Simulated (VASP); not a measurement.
# SrCl2 (Fm-3m) in VASP: a series of runs

Runs on SrCl2. Level: r2SCAN. Tasks: single point, relaxation of cell and atoms.

Program: VASP 6.6.1. These are calculated values, not measurements. Logs are shortened: lines on timing, memory, paths and dates and some standing lists are left out, and cuts for length are marked.

## (1) The cell of the first run

Symmetry: Fm-3m, No. 225, cubic system. The conventional cell has a = 6.999 Å, b = 6.999 Å, c = 6.999 Å, α = 90.00°, β = 90.00°, γ = 90.00°. Sr (site symmetry m-3m) has 8 Cl at 3.03 Å within 4.0 Å. Within 4.0 Å of Cl (site symmetry -43m) lie 4 Sr at 3.03 Å and 6 Cl at 3.50 Å.

## (2) Single point, r2SCAN

The input, POSCAR:

```
SrCl2
1.0
    0.0000000000      3.4997470000      3.4997470000
    3.4997470000      0.0000000000      3.4997470000
    3.4997470000      3.4997470000      0.0000000000
Sr Cl
1 2
Direct
    0.0000000000      0.0000000000      0.0000000000
    0.7500000000      0.7500000000      0.7500000000
    0.2500000000      0.2500000000      0.2500000000
```

The input, INCAR.step1:

```
ALGO = Normal ; EDIFF = 1E-4
ENCUT = 520 ; GGA = PE
ISMEAR = 0 ; LASPH = T
LCHARG = F ; LREAL = F
LWAVE = T ; NBANDS = 19
NELM = 100 ; PREC = Accurate
SIGMA = 0.02
```

The input, INCAR.step2:

```
ALGO = Normal ; EDIFF = 1E-6
ENCUT = 520 ; ISIF = 2
ISMEAR = 0 ; ISTART = 1
LASPH = T ; LCHARG = F
LMIXTAU = T ; LREAL = F
LWAVE = F ; METAGGA = R2SCAN
NBANDS = 19 ; NELM = 100
PREC = Accurate ; SIGMA = 0.02
```

The input, KPOINTS:

```
k-points
0
Gamma
  6 6 6
```

Potentials or basis: VASP PAW PBE potentials, release 64 (Sr_sv, Cl).

Command:

```
cat potpaw_PBE.64/Sr_sv/POTCAR potpaw_PBE.64/Cl/POTCAR > POTCAR
cp INCAR.step1 INCAR
mpirun -np 1 vasp_std > vasp.out
cp INCAR.step2 INCAR
mpirun -np 1 vasp_std > vasp.out
```

OUTCAR:

```text
EDIFF = 1E-6
   ENCUT = 520
   ISIF = 2
   ISMEAR = 0
   ISTART = 1
   LASPH = T
   LREAL = F
   METAGGA = R2SCAN
   NELM = 100
   PREC = Accurate

 ion  position               nearest neighbor table
   1  0.000  0.000  0.000-   2 3.03   3 3.03   2 3.03   2 3.03   2 3.03   3 3.03   3 3.03   3 3.03

   2  0.750  0.750  0.750-   1 3.03   1 3.03   1 3.03   1 3.03
   3  0.250  0.250  0.250-   1 3.03   1 3.03   1 3.03   1 3.03

  LATTYP: Found a face centered cubic cell.
 ALAT       =     6.9994940000

  Lattice vectors:

 A1 = (   0.0000000000,   3.4997470000,   3.4997470000)
 A2 = (   3.4997470000,   0.0000000000,   3.4997470000)
 A3 = (   3.4997470000,   3.4997470000,   0.0000000000)

Analysis of symmetry for initial positions (statically):
=====================================================================
 Subroutine PRICEL returns:
 Original cell was already a primitive cell.

 Routine SETGRP: Setting up the symmetry group for a
 face centered cubic supercell.

 Subroutine GETGRP returns: Found 48 space group operations
 (whereof 48 operations were pure point group operations)
 out of a pool of 48 trial point group operations.

The static configuration has the point symmetry O_h .

Analysis of symmetry for dynamics (positions and initial velocities):
=====================================================================
 Subroutine PRICEL returns:
 Original cell was already a primitive cell.

 Routine SETGRP: Setting up the symmetry group for a
 face centered cubic supercell.

 Subroutine GETGRP returns: Found 48 space group operations
 (whereof 48 operations were pure point group operations)
 out of a pool of 48 trial point group operations.

The dynamic configuration has the point symmetry O_h .

 Subroutine INISYM returns: Found 48 space group operations
 (whereof 48 operations are pure point group operations),
 and found     1 'primitive' translations

----------------------------------------------------------------------------------------

                                     Primitive cell

  volume of cell :      85.7314

  direct lattice vectors                    reciprocal lattice vectors
     0.000000000  3.499747000  3.499747000    -0.142867470  0.142867470  0.142867470
     3.499747000  0.000000000  3.499747000     0.142867470 -0.142867470  0.142867470
     3.499747000  3.499747000  0.000000000     0.142867470  0.142867470 -0.142867470

  length of vectors
     4.949389672  4.949389672  4.949389672     0.247453717  0.247453717  0.247453717

  position of ions in fractional coordinates (direct lattice)
     0.000000000  0.000000000  0.000000000
     0.750000000  0.750000000  0.750000000
     0.250000000  0.250000000  0.250000000

  ion indices of the primitive-cell ions
   primitive index   ion index
                 1           1
                 2           2
                 3           3

----------------------------------------------------------------------------------------

 KPOINTS: k-points

Automatic generation of k-mesh.
 Grid dimensions read from file:
 generate k-points for:    6    6    6

 Generating k-lattice:

  Cartesian coordinates                     Fractional coordinates (reciprocal lattice)
    -0.023811245  0.023811245  0.023811245     0.166666667  0.000000000  0.000000000
     0.023811245 -0.023811245  0.023811245     0.000000000  0.166666667  0.000000000
     0.023811245  0.023811245 -0.023811245     0.000000000  0.000000000  0.166666667

  Length of vectors
     0.041242286  0.041242286  0.041242286

  Shift w.r.t. Gamma in fractional coordinates (k-lattice)
     0.000000000  0.000000000  0.000000000

 Subroutine IBZKPT returns following result:
 ===========================================

 Found     16 irreducible k-points:

 Following reciprocal coordinates:
            Coordinates               Weight
  0.000000  0.000000  0.000000      1.000000
  0.166667  0.000000  0.000000      8.000000
  0.333333  0.000000  0.000000      8.000000
  0.500000  0.000000  0.000000      4.000000
  0.166667  0.166667  0.000000      6.000000
  0.333333  0.166667  0.000000     24.000000
[... 8 lines left out ...]
 -0.333333  0.333333  0.166667     24.000000
 -0.333333  0.500000  0.166667     12.000000
   k-points           NKPTS =     16   k-points in BZ     NKDIM =     16   number of bands    NBANDS=     19
   number of dos      NEDOS =    301   number of ions     NIONS =      3
   total plane-waves  NPLWV =  64000
   dimension x,y,z NGX =    40 NGY =   40 NGZ =   40
   dimension x,y,z NGXF=    80 NGYF=   80 NGZF=   80
   ions per type =               1   2
   NGX,Y,Z   is equivalent  to a cutoff of  13.44, 13.44, 13.44 a.u.
   NGXF,Y,Z  is equivalent  to a cutoff of  26.87, 26.87, 26.87 a.u.
 SYSTEM =  unknown system
   PREC   = accura    normal or accurate (medium, high low for compatibility)
   ISTART =      1    job   : 0-new  1-cont  2-samecut
   ICHARG =      0    charge: 1-file 2-atom 10-const
   ISPIN  =      1    spin polarized calculation?
   LNONCOLLINEAR =      F non collinear calculations
   LSORBIT =      F    spin-orbit coupling
   LASPH  =      T    aspherical Exc in radial PAW
   ENCUT  =  520.0 eV  38.22 Ry    6.18 a.u.   9.20  9.20  9.20*2*pi/ulx,y,z
   NELM   =    100;   NELMIN=  2; NELMDL=  0     # of ELM steps
   EDIFF  = 0.1E-05   stopping-criterion for ELM
   LREAL  =      F    real-space projection
   EDIFFG = 0.1E-04   stopping-criterion for IOM
   NSW    =      0    number of steps for IOM
   IBRION =     -1    ionic relax: 0-MD 1-quasi-New 2-CG
   NFREE  =      0    steps in history (QN), initial steepest desc. (CG)
   ISIF   =      2    stress and relaxation
   ISYM   =      2    0-nonsym 1-usesym 2-fastsym
   POTIM  = 0.5000    time-step for ionic-motion
   TEBEG  =    0.0;   TEEND  =   0.0 temperature during run
   PSTRESS=    0.0 pullay stress
   NELECT =      24.0000    total number of electrons
   NUPDOWN=      -1.0000    fix difference up-down
   EMIN   =  10.00;   EMAX   =-10.00  energy-range for DOS
   EFERMI =   0.00;   METHOD = LEGACY
   ISMEAR =     0;   SIGMA  =   0.02  broadening in eV -4-tet -1-fermi 0-gaus
   EFERMI_NEDOS =   21; number of points for ismear=-14 and -15
   IALGO  =     38    algorithm
   IMIX   =      4    mixing-type and parameters
     AMIX     =   0.40;   BMIX     =  1.00
     AMIX_MAG =   1.60;   BMIX_MAG =  1.00
  volume/ion in A,a.u.               =      28.58       192.85
  Fermi-wavevector in a.u.,A,eV,Ry     =   1.070940  2.023784 15.604701  1.146913
  Thomas-Fermi vector in A             =   2.206666
   LORBIT       =      0    0 simple, 1 ext, 2 COOP (PROOUT), +10 PAW based schemes
   METAGGA = R2SCAN    functional components
   LHFCALC =     F    Hartree Fock is set to
   AEXX    =    0.0000 exact exchange contribution
   IVDW    =     0    specifies the selected vdW correction
   LEPSILON=     F    determine dielectric tensor
   LRPA    =     F    only Hartree local field effects (RPA)
 non-spin polarized calculation
 Gauss-broadening in eV      SIGMA  =   0.02
  energy-cutoff  :      520.00
  volume of cell :       85.73
 maximum number of plane-waves:      2332
 NGX is ok and might be reduce to    40
   NGX = 19   NGY = 19   NGZ = 19

 number of electron      24.0000002 magnetization

 Free energy of the ion-electron system (eV)
  ---------------------------------------------------
  ext. energy  EPLUGINS =         0.00000000
  ---------------------------------------------------
  free energy    TOTEN  =       -35.69708821 eV

  energy without entropy =      -35.69708821  energy(sigma->0) =      -35.69708821

 E-fermi :  -0.0889     XC(G=0):  -8.7223

 val. band max:       -0.2848386331   @ k =   0.5000   0.5000   0.0000
 cond. band min:       5.6454233349   @ k =   0.0000   0.0000   0.0000
 fundamental gap:      5.9302619680
 Fermi energy:        -0.0889277511

 k-point     1 :       0.0000    0.0000    0.0000
  band No.  band energies     occupation
      1     -34.2675      2.00000
      2     -15.6332      2.00000
      3     -15.6332      2.00000
      4     -15.6332      2.00000
      5     -14.1416      2.00000
      6     -13.2870      2.00000
[... 11 lines left out ...]
     18       9.3229      0.00000
     19       9.7249      0.00000

 k-point     2 :       0.1667    0.0000    0.0000
  band No.  band energies     occupation
      1     -34.2667      2.00000
      2     -15.7252      2.00000
      3     -15.6365      2.00000
      4     -15.6365      2.00000
      5     -13.9875      2.00000
      6     -13.3439      2.00000
[... 11 lines left out ...]
     18       9.1058      0.00000
     19      10.1945      0.00000

 k-point     3 :       0.3333    0.0000    0.0000
  band No.  band energies     occupation
      1     -34.2651      2.00000
      2     -15.8682      2.00000
      3     -15.6430      2.00000
      4     -15.6430      2.00000
      5     -13.7713      2.00000
      6     -13.3975      2.00000
[... 11 lines left out ...]
     18       8.9755      0.00000
     19       9.4312      0.00000

 k-point     4 :       0.5000    0.0000    0.0000
  band No.  band energies     occupation
      1     -34.2643      2.00000
      2     -15.9264      2.00000
      3     -15.6463      2.00000
      4     -15.6463      2.00000
      5     -13.7407      2.00000
      6     -13.3557      2.00000
[... 231 lines left out ...]
     18       9.1488      0.00000
     19      10.1644      0.00000

 k-point    15 :      -0.3333    0.3333    0.1667
  band No.  band energies     occupation
      1     -34.2635      2.00000
      2     -15.8629      2.00000
      3     -15.7944      2.00000
      4     -15.6581      2.00000
      5     -13.5362      2.00000
      6     -13.4432      2.00000
[... 11 lines left out ...]
     18       9.6837      0.00000
     19      10.0968      0.00000

 k-point    16 :      -0.3333    0.5000    0.1667
  band No.  band energies     occupation
      1     -34.2633      2.00000
      2     -15.9176      2.00000
      3     -15.7544      2.00000
      4     -15.6646      2.00000
      5     -13.5295      2.00000
      6     -13.4212      2.00000
[... 11 lines left out ...]
     18      10.0671      0.00000
     19      10.4318      0.00000

------------------------ aborting loop because EDIFF is reached ----------------------------------------

  FORCE on cell =-STRESS in cart. coord.  units (eV):
  Direction    XX          YY          ZZ          XY          YZ          ZX
  --------------------------------------------------------------------------------------
  -------------------------------------------------------------------------------------
  Total       -0.0239305     -0.0239305     -0.0239305      0.0000000      0.0000000      0.0000000
  in kB       -0.4472220     -0.4472220     -0.4472220      0.0000000      0.0000000      0.0000000
  external PRESSURE =      -0.4472220 kB  Pullay stress =       0.0000000 kB

 VOLUME and BASIS-vectors are now :
 -----------------------------------------------------------------------------
  energy-cutoff  :      520.00
  volume of cell :       85.73
      direct lattice vectors                 reciprocal lattice vectors
     0.000000000  3.499747000  3.499747000    -0.142867470  0.142867470  0.142867470
     3.499747000  0.000000000  3.499747000     0.142867470 -0.142867470  0.142867470
     3.499747000  3.499747000  0.000000000     0.142867470  0.142867470 -0.142867470

 POSITION                                       TOTAL-FORCE (eV/Angst)
 -----------------------------------------------------------------------------------
      0.00000      0.00000      0.00000        -0.000000      0.000000     -0.000000
      5.24962      5.24962      5.24962        -0.000000      0.000000      0.000000
      1.74987      1.74987      1.74987         0.000000     -0.000000     -0.000000
 -----------------------------------------------------------------------------------
    total drift:                               -0.000000     -0.000000      0.000000

  FREE ENERGIE OF THE ION-ELECTRON SYSTEM (eV)
  ---------------------------------------------------
  free  energy   TOTEN  =       -35.6970882104 eV

  energy  without entropy=      -35.6970882104  energy(sigma->0) =      -35.69708821
```

It took 54 s on 1 thread of Intel Xeon 6975P-C (Granite Rapids), shared host; peak memory 0.26 GiB.

What came out:

| Property | Result |
| --- | --- |
| Free energy | -35.6971 eV |
| Pressure | 0.0 GPa |
| Band gap on the k mesh | 5.93 eV (least direct gap 5.99 eV) |

Levels at points of the mesh, in eV from the valence-band top:
| k point | band 10 | band 11 | band 12 | band 13 | band 14 | band 15 |
| --- | --- | --- | --- | --- | --- | --- |
| (0.00, 0.00, 0.00) | -0.34 | -0.34 | -0.34 | 5.93 | 6.69 | 6.69 |
| (0.50, 0.00, 0.00) | -1.33 | -1.06 | -1.06 | 7.28 | 7.28 | 8.22 |
| (0.50, 0.50, 0.00) | -0.39 | -0.39 | 0.00 | 5.99 | 7.76 | 8.19 |

Caveat: the PAW data sets were made with another functional, which shifts forces and pressure a little. A k mesh can miss the band edges.

## (3) Relaxation of cell and atoms, r2SCAN

POSCAR is that of step 2.

The input, INCAR.step1:

```
SYSTEM = SrCl2
PREC = Accurate
ENCUT = 600
ISMEAR = 0
SIGMA = 0.02
LREAL = .False.
LASPH = .True.
NELM = 100
GGA = PE
ALGO = Normal
EDIFF = 1E-4
LWAVE = .True.
LCHARG = .False.
```

The input, INCAR.step2:

```
SYSTEM = SrCl2
PREC = Accurate
ENCUT = 600
EDIFF = 1E-7
ISMEAR = 0
SIGMA = 0.02
LREAL = .False.
LASPH = .True.
NELM = 100
ALGO = Normal
ISIF = 3
LWAVE = .False.
LCHARG = .False.
METAGGA = R2SCAN
LMIXTAU = .True.
IBRION = 2
NSW = 70
EDIFFG = -0.02
ISTART = 1
```

The input, KPOINTS:

```
Automatic mesh
0
Gamma
  6 6 6
  0 0 0
```

Potentials or basis: VASP PAW PBE potentials, release 64 (Sr_sv, Cl).

Command:

```
cat potpaw_PBE.64/Sr_sv/POTCAR potpaw_PBE.64/Cl/POTCAR > POTCAR
cp INCAR.step1 INCAR
mpirun -np 1 vasp_std > vasp.out
cp INCAR.step2 INCAR
mpirun -np 1 vasp_std > vasp.out
```

Wall time 67 s (1 thread of Intel Xeon 6975P-C (Granite Rapids), shared host); peak memory 0.26 GiB.

Results (log left out):

* Free energy: -35.6990 eV
* Pressure after relaxing: 0.0 GPa
* Band gap on the k mesh: 5.93 eV (least direct gap 6.00 eV)

Final structure:
```yaml
crystal:
  lattice:
    - [0.00000, 3.49975, 3.49975]
    - [3.49975, 0.00000, 3.49975]
    - [3.49975, 3.49975, 0.00000]
  atoms:
    - { symbol: Sr, position: [0.00000, 0.00000, 0.00000] }
    - { symbol: Cl, position: [0.75000, 0.75000, 0.75000] }
    - { symbol: Cl, position: [0.25000, 0.25000, 0.25000] }
```

Levels at points of the mesh, in eV from the valence-band top:
```csv
k point,band 8,band 9,band 10,band 11,band 12,band 13,band 14,band 15,band 16
"(0.00, 0.00, 0.00)",-2.12,-2.12,-0.34,-0.34,-0.34,5.93,6.69,6.69,9.61
"(0.50, 0.00, 0.00)",-1.55,-1.47,-1.33,-1.05,-1.05,7.28,7.28,8.22,8.22
"(0.50, 0.50, 0.00)",-1.90,-1.90,-0.39,-0.39,0.00,6.00,7.76,8.19,8.68
```

Caveat: the relaxation stopped at its first step, so nothing moved; the PAW data sets were made with another functional, which shifts forces and pressure a little.
